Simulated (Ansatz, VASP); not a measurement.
**Two plane-wave programs on MgC6**

```xyz
7
Lattice="4.2647 0.0000 0.0000 -2.1323 3.6933 0.0000 0.0000 0.0000 7.9302" Properties=species:S:1:pos:R:3 pbc="T T T"
Mg    0.0000    0.0000    0.0000
C     1.4215    0.0000    3.9651
C     2.8432    0.0000    3.9651
C    -0.7108    1.2311    3.9651
C    -1.4216    2.4623    3.9651
C     1.4216    2.4623    3.9651
C     0.7108    1.2311    3.9651
```

Change from the starting cell: species swapped into the SmC6 type (P6/mmm, No. 191).

Alike in both runs: functional PBE; k mesh 12 × 12 × 6; occupations gaussian, width 0.1 eV; no spin polarisation.

Ansatz relaxed the structure, and its values are those at the end. VASP's run is a single point on that final structure, the one shown.

```csv
,VASP,Ansatz
version,VASP 6.6.1,Ansatz 0.2.0
potentials or method,"VASP PAW PBE potentials, release 64 (Mg, C), cutoff 520 eV","scalar-relativistic, plane waves, PAW"
valence electrons in the cell,26,34
```

```csv
,VASP,Ansatz,Ansatz less VASP
gap on the k mesh at the Fermi level (eV),none,none,-
pressure (GPa),0.2,0.0,-0.18
```

A gap of «none» marks a metal or a gap that the smearing closes. VASP's potentials hold 26 valence electrons a cell and Ansatz's 34, so a difference there can come from the potentials and not from the codes.
